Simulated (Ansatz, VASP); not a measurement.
## One calculation of Li2O, two programs

```xyz
3
Lattice="0.0000 2.3269 2.3269 2.3269 0.0000 2.3269 2.3269 2.3269 0.0000" Properties=species:S:1:pos:R:3 pbc="T T T"
Li    3.4903    3.4903    3.4903
Li    1.1634    1.1634    1.1634
O     0.0000    0.0000    0.0000
```

Alike in both runs: task single point; functional PBE; k mesh 6 × 6 × 6; no spin polarisation.

|  | VASP | Ansatz |
| --- | --- | --- |
| version | VASP 6.6.1 | Ansatz 0.2.0 |
| potentials or method | VASP PAW PBE potentials, release 64 (Li_sv, O), cutoff 750 eV | scalar-relativistic, plane waves, PAW |
| occupations | tetrahedron | tetrahedron-uncorrected |
| valence electrons in the cell | 12 | 12 |

```csv
,VASP,Ansatz,Ansatz less VASP
gap on the k mesh at the Fermi level (eV),4.94,4.95,+0.012
least direct gap on the mesh (eV),5.11,5.11,-0.001
pressure (GPa),-1.7,-1.4,+0.35
```

Ansatz's warnings: band table not solved further.
